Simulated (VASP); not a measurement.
## Tl: single point with PBE

Crystal: Tl.

```
Tl
1.0
     4.28503    2.47396    7.87875
    -4.28503    2.47396    7.87875
     0.00000   -4.94792    7.87875
Tl
12
Direct
  0.02557 0.63190 0.02557
  0.02557 0.02557 0.63190
  0.63190 0.02557 0.02557
  0.97443 0.36810 0.97443
  0.36810 0.97443 0.97443
  0.97443 0.97443 0.36810
  0.23417 0.60873 0.23417
  0.23417 0.23417 0.60873
  0.60873 0.23417 0.23417
  0.76583 0.39127 0.76583
  0.39127 0.76583 0.76583
  0.76583 0.76583 0.39127
```

* Program: VASP 6.6.1
* Task: single point
* Functional: PBE
* Potentials or basis: VASP PAW PBE potentials, release 64 (Tl_d)
* Cutoff: 520 eV
* k mesh: 3 × 3 × 3
* Occupations: gaussian, width 0.1 eV
* Spin: no spin polarisation

The pressure is -0.1 GPa, the largest force is 0.007 eV/Å and the band gap on the k mesh is zero (bands 78 and 79 overlap by 0.36 eV).

Forces in eV/Å, atoms in the order of the input:
```
Tl   0.005 -0.003  0.002
Tl   0.000  0.006  0.002
Tl  -0.005 -0.003  0.002
Tl  -0.005  0.003 -0.002
Tl   0.005  0.003 -0.002
Tl   0.000 -0.006 -0.002
Tl  -0.004  0.002  0.005
Tl   0.000 -0.004  0.005
Tl   0.004  0.002  0.005
Tl   0.004 -0.002 -0.005
Tl  -0.004 -0.002 -0.005
Tl   0.000  0.004 -0.005
```

Stress tensor (GPa, compression positive):
```
-0.12  0.00  0.00
 0.00 -0.12  0.00
 0.00  0.00  0.01
```

Levels at points of the mesh, in eV from the Fermi level:
```
           k point  band 74  band 75  band 76  band 77  band 78  band 79  band 80  band 81  band 82  band 83
(0.00, 0.00, 0.00)    -1.35    -0.66    -0.66    -0.12    -0.12     0.07     1.30     1.66     1.82     1.82
```

It took 7.2 min on 1 thread of AMD EPYC 9R14 (Zen 4), on a shared host, peak memory 0.72 GiB.

Caveat: spin-orbit coupling is left out, which moves the levels of the heavy elements.
